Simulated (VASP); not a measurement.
**In3SbTe2: relaxation of cell and atoms with PBE**

In3SbTe2:

```
CELL_PARAMETERS angstrom
7.18509 0.00000 0.00000
-3.59254 6.22247 0.00000
0.00000 0.00000 4.51961
ATOMIC_POSITIONS crystal
In 0.50000 0.00000 0.50000
In 0.00000 0.50000 0.50000
In 0.50000 0.50000 0.50000
Sb 0.00000 0.00000 0.50000
Te 0.33333 0.66667 0.00000
Te 0.66667 0.33333 0.00000
```

The cell was built from a structure type or drawn by symmetry, and may not be a known phase.

```yaml
Program: VASP 6.6.1
Task: relaxation of cell and atoms
Functional: PBE
Potentials_or_basis: VASP PAW PBE potentials, release 64 (In_d, Sb, Te)
Cutoff: 600 eV
k_mesh: 6 × 6 × 8
Occupations: gaussian, width 0.1 eV
Spin: no spin polarisation
Dipole_correction: no
Further_INCAR_settings: ALGO = Normal; EDIFF = 1e-06; IBRION = 2; EDIFFG = -0.01; NSW = 100; ISIF = 3
```

* Relaxed volume: 33.74 Å³/atom
* Relaxed cell: a = 7.189 Å, b = 7.189 Å, c = 4.523 Å, α = 90.00°, β = 90.00°, γ = 120.00°
* Space group after relaxing (to 0.1 Å): P6/mmm (No. 191)
* Energy gained by relaxing: 0.0 meV/atom
* Ionic steps: 2
* Pressure after relaxing: 0.0 GPa
* Band gap on the k mesh: zero (bands 28 and 29 overlap by 1.56 eV)

Final structure:
```cif
data_structure
_symmetry_space_group_name_H-M 'P 1'
_symmetry_Int_Tables_number 1
_cell_length_a 7.1890
_cell_length_b 7.1890
_cell_length_c 4.5233
_cell_angle_alpha 90.000
_cell_angle_beta 90.000
_cell_angle_gamma 120.000
_cell_volume 202.45
loop_
_atom_site_label
_atom_site_type_symbol
_atom_site_fract_x
_atom_site_fract_y
_atom_site_fract_z
_atom_site_occupancy
In1 In 0.50000 0.00000 0.50000 1
In2 In 0.00000 0.50000 0.50000 1
In3 In 0.50000 0.50000 0.50000 1
Sb1 Sb 0.00000 0.00000 0.50000 1
Te1 Te 0.33333 0.66667 0.00000 1
Te2 Te 0.66667 0.33333 0.00000 1
```

Levels at points of the mesh, in eV from the Fermi level:
```csv
k point,band 26,band 27,band 28,band 29,band 30,band 31
"(0.00, 0.00, 0.00)",-0.40,-0.40,0.26,0.98,1.35,1.35
"(0.50, 0.00, 0.00)",-1.25,-1.00,0.50,0.85,1.05,1.67
"(0.00, 0.00, 0.50)",-1.91,-1.25,-1.25,-1.06,2.49,3.12
"(0.50, 0.00, 0.50)",-0.93,-0.84,-0.66,-0.37,1.32,1.58
```

Wall time 6.4 min on 1 thread of Intel(R) Xeon(R) Platinum 8259CL CPU @ 2.50GHz (Skylake/Cascade Lake), with other jobs on the host, peak memory 0.55 GiB.

Caveat: spin-orbit coupling is left out, which moves the levels of the heavy elements.
